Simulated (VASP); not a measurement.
Here is a VASP 6.6.1 calculation.

INCAR

```
PREC = Accurate ; ENCUT = 520
EDIFF = 1E-6 ; ISMEAR = 0
SIGMA = 0.15 ; LREAL = False
LASPH = True ; NELM = 60
ALGO = Fast ; ISIF = 2
LWAVE = False ; LCHARG = False
GGA = PS ; NBANDS = 14
```

File KPOINTS:

```
Automatic mesh
0
Gamma
  22 22 22
```

POSCAR

```
Rh
1.0
    0.0000000000      1.9015500000      1.9300732500
    1.9015500000      0.0000000000      1.9300732500
    1.9015500000      1.9015500000      0.0000000000
Rh
1
Direct
    0.0000000000      0.0000000000      0.0000000000
```

Potentials or basis: VASP PAW PBE potentials, release 64 (Rh_pv).

Command:

```bash
$ cat potpaw_PBE.64/Rh_pv/POTCAR > POTCAR
$ mpirun -np 1 vasp_std > vasp.out
```

(1) Predict the band gap on the k mesh.

(2) What does it give for the pressure?

## Answers

(1) zero (an odd number of electrons rules out a gap without spin polarisation).

(2) -9.0 GPa.

Caveat: the cell differs from its parent crystal (strain +0.000 along x and y, +0.015 along z); the cell stands under tension; the PAW data sets were made with another functional, which shifts forces and pressure a little.
